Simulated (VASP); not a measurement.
Write the native input for VASP 6.6.1 that does the following.

- Task: single point
- Functional: PBEsol
- Potentials or basis: VASP PAW PBE potentials, release 64 (V_sv, H)
- Cutoff: 500 eV
- k mesh: 5 × 5 × 5
- Occupations: methfessel-paxton, width 0.1 eV
- Spin: collinear spin, ferromagnetic start
- Starting moments: [0.99, 0.01, 0.01] μB
- Fixed moment: 1.3 μB
- Dipole correction: no
- Further INCAR settings: ALGO = Normal; EDIFF = 1e-06; NBANDS = 18

The structure of VH2 lies in POSCAR:

```
VH2
1.0
    0.0000000000      2.1355000000      2.1355000000
    2.1355000000      0.0000000000      2.1355000000
    2.1355000000      2.1355000000      0.0000000000
V H
1 2
Direct
    0.0000000000      0.0000000000      0.0000000000
    0.2500000000      0.2500000000      0.2500000000
    0.7500000000      0.7500000000      0.7500000000
```

These files were run (other wordings do the same):

INCAR

```
SYSTEM = VH2
PREC = Accurate ; ENCUT = 500
EDIFF = 1E-6 ; ISMEAR = 1
SIGMA = 0.1 ; LREAL = .FALSE.
LASPH = .TRUE. ; NELM = 200
ALGO = Normal ; ISIF = 2
LWAVE = .FALSE. ; LCHARG = .FALSE.
ISPIN = 2 ; MAGMOM = 0.99 0.01 0.01
LORBIT = 11 ; NUPDOWN = 1.3
LMAXMIX = 4 ; GGA = PS
NBANDS = 18 ; GGA_COMPAT = .FALSE.
```

KPOINTS

```
regular mesh
0
G
  5 5 5
  0 0 0
```

Potentials or basis: VASP PAW PBE potentials, release 64 (V_sv, H).

Command:

```console
$ cat potpaw_PBE.64/V_sv/POTCAR potpaw_PBE.64/H/POTCAR > POTCAR
$ mpirun -np 1 vasp_std > vasp.out
```

Results of the run:

```yaml
Pressure: -6.8 GPa
Net_moment: 1.30 μB per cell
Site_moments: V +1.21; H -0.01 μB
Valence_electrons_inside_the_program's_atomic_spheres: V 11.59; H 0.59
```

Caveat: the k points lie up to 0.51 Å⁻¹ apart; the PAW data sets were made with another functional, which shifts forces and pressure a little; the total moment is fixed, so each spin has its own Fermi level.

Wall time 14 s on 1 thread of Intel Xeon 8259CL (shared host), peak memory 0.15 GiB.
